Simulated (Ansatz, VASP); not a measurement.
# Cd in VASP and in Ansatz

INCAR

```
PREC = Accurate ; ENCUT = 520
EDIFF = 1E-6 ; ISMEAR = -1
SIGMA = 0.1 ; LREAL = False
LASPH = True ; NELM = 100
ALGO = Normal ; ISIF = 2
LWAVE = False ; LCHARG = False
GGA = PE ; NBANDS = 12
```

Contents of KPOINTS:

```
Automatic mesh
0
Gamma
  20 20 20
```

POSCAR

```
Cd
1.0
    0.0000000000      2.2536788592      2.2536788592
    2.2536788592      0.0000000000      2.2536788592
    2.2536788592      2.2536788592      0.0000000000
Cd
1
Direct
    0.0000000000      0.0000000000      0.0000000000
```

Input for Ansatz:

```yaml
crystal:
  lattice:
    - [0.0, 2.2536788592, 2.2536788592]
    - [2.2536788592, 0.0, 2.2536788592]
    - [2.2536788592, 2.2536788592, 0.0]
  atoms:
    - { symbol: Cd, position: [0.0, 0.0, 0.0] }
hamiltonian:
  xc: pbe
  pseudopotentials:
    kind: paw
    azcp:
      Cd: "pseudopotentials/Cd.paw.azcp"
basis:
  ecutwfc: 420
  fft_grid_basis: typed
kpoints:
  mp_grid: { grid: [20, 20, 20], shift: [0, 0, 0] }
magnetization:
  spin_polarized: false
scf:
  occupations: { method: fermi_dirac, width: 0.1 }
output:
  stress: true
```

Alike in both runs: task single point; functional PBE; k mesh 20 × 20 × 20; occupations fermi-dirac, width 0.1 eV; no spin polarisation.

|  | VASP | Ansatz |
| --- | --- | --- |
| version | VASP 6.6.1 | Ansatz 0.2.0 |
| potentials or method | VASP PAW PBE potentials, release 64 (Cd), cutoff 520 eV | plane waves (420 eV) with PAW, scalar-relativistic |
| valence electrons in the cell | 12 | 20 |

```tsv
	VASP	Ansatz	Ansatz less VASP
pressure (GPa)	0.1	-0.1	-0.23
```

With one functional, cell and mesh, what is left measures potentials, basis and numerics. VASP's potentials hold 12 valence electrons a cell and Ansatz's 20, so a difference there can come from the potentials and not from the codes.
